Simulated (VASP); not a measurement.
A run of VASP 6.6.1 is set up as follows.

File INCAR:

```
SYSTEM = Co
ALGO = Normal ; EDIFF = 1E-6
ENCUT = 520 ; GGA = PE
ISIF = 2 ; ISMEAR = -1
ISPIN = 2 ; LASPH = .True.
LCHARG = .True. ; LELF = .True.
LMAXMIX = 4 ; LORBIT = 11
LREAL = .False. ; LVHAR = .True.
LWAVE = .False. ; MAGMOM = 1.704 1.704 1.724 1.724
NBANDS = 30 ; NELM = 150
PREC = Accurate ; SIGMA = 0.05
```

File KPOINTS:

```
k-points
0
Gamma
  19 19 5
  0 0 0
```

File POSCAR:

```
Co
1.0
    2.4951747762      0.0000000000      0.0000000000
   -1.2475873881      2.1608847431      0.0000000000
    0.0000000000      0.0000000000      8.0817221001
Co
4
Direct
    0.0000000000      1.0000000000      0.0000000000
    1.0000000000      1.0000000000      0.5000000000
    0.3333333333      0.6666666667      0.2500000000
    0.6666666667      0.3333333333      0.7500000000
```

Potentials or basis: VASP PAW PBE potentials, release 64 (Co).

Run with:

```sh
$ cat potpaw_PBE.64/Co/POTCAR > POTCAR
$ mpirun -np 1 vasp_std > vasp.out
```

Problem. Estimate the pressure.

Solution. -0.7 GPa.

Problem. Predict the site moments.

Solution. Co +1.65, +1.66 (each value once) μB.

Problem. What does it give for the net moment?

Solution. 6.54 μB per cell.
